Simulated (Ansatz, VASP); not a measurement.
# AlNi3: VASP beside Ansatz

```xyz
4
Lattice="3.5231 0.0000 0.0000 0.0000 3.5231 0.0000 0.0000 0.0000 3.5231" Properties=species:S:1:pos:R:3 pbc="T T T"
Al    0.0000    0.0000    0.0000
Ni    0.0000    1.7615    1.7615
Ni    1.7615    0.0000    1.7615
Ni    1.7615    1.7615    0.0000
```

Alike in both runs: task single point; functional PBE; k mesh 10 × 10 × 10; occupations fermi-dirac, width 0.03 eV; collinear spin.

|  | VASP | Ansatz |
| --- | --- | --- |
| version | VASP 6.6.1 | Ansatz 0.2.0 |
| potentials or method | VASP PAW PBE potentials, release 64 (Al, Ni), cutoff 520 eV | all-electron LAPW, scalar-relativistic |

|  | VASP | Ansatz | Ansatz less VASP |
| --- | --- | --- | --- |
| pressure (GPa) | 7.0 | 7.3 | +0.26 |
| net moment per atom (μB) | 0.00 | 0.18 | +0.183 |
| size of the moment on the site where the two differ most (μB) | 0.00 | 0.27 | +0.267 |

The net moments are unlike, so the other rows may belong to different states. Site moments also hang on the region over which each program counts them. Ansatz ran all-electron here, and VASP with PAW potentials.
